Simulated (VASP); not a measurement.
Wanted: the native input for a VASP 6.6.1 run.

| Item | Value |
| --- | --- |
| Task | single point |
| Functional | PBEsol |
| Potentials or basis | VASP PAW PBE potentials, release 64 (Sn_d, Se) |
| Cutoff | 520 eV |
| k mesh | 12 × 12 × 6 |
| Occupations | fermi-dirac, width 0.1 eV |
| Spin | no spin polarisation |
| Dipole correction | no |
| Further INCAR settings | ALGO = Normal; EDIFF = 1e-07; NBANDS = 20 |

The structure of SnSe2 lies in POSCAR:

```
SnSe2
1.0
    3.8189419526      0.0000000000      0.0000000000
   -1.9094709763      3.3073007465      0.0000000000
    0.0000000000      0.0000000000      6.1394653605
Sn Se
1 2
Direct
    0.0000000000      0.0000000000      0.0000000000
    0.3333333333      0.6666666667      0.2584674342
    0.6666666667      0.3333333333      0.7415325658
```

The input as run:

INCAR

```
  ALGO = Normal
  EDIFF = 1E-7
  ENCUT = 520
  GGA = PS
  ISIF = 2
  ISMEAR = -1
  LASPH = True
  LCHARG = True
  LELF = True
  LREAL = False
  LVHAR = True
  LWAVE = False
  NBANDS = 20
  NELM = 60
  PREC = Accurate
  SIGMA = 0.1
```

KPOINTS

```
k-points
0
Gamma
  12 12 6
```

Potentials or basis: VASP PAW PBE potentials, release 64 (Sn_d, Se).

Command:

```sh
$ cat potpaw_PBE.64/Sn_d/POTCAR potpaw_PBE.64/Se/POTCAR > POTCAR
$ mpirun -np 1 vasp_std > vasp.out
```

It gave:

- Pressure: 0.1 GPa
- Largest force: 0.021 eV/Å
- Band gap on the k mesh: 0.47 eV (least direct gap 0.96 eV)

Caveat: the PAW data sets were made with another functional, which shifts forces and pressure a little; spin-orbit coupling is left out, which moves the levels of the heavy elements; this functional lacks dispersion, which binds the layers, so the pressure and a relaxed spacing across them are unreliable.

It took 55 s on 1 thread of Intel(R) Xeon(R) 6975P-C (Granite Rapids), with other jobs on the host, peak memory 0.28 GiB.
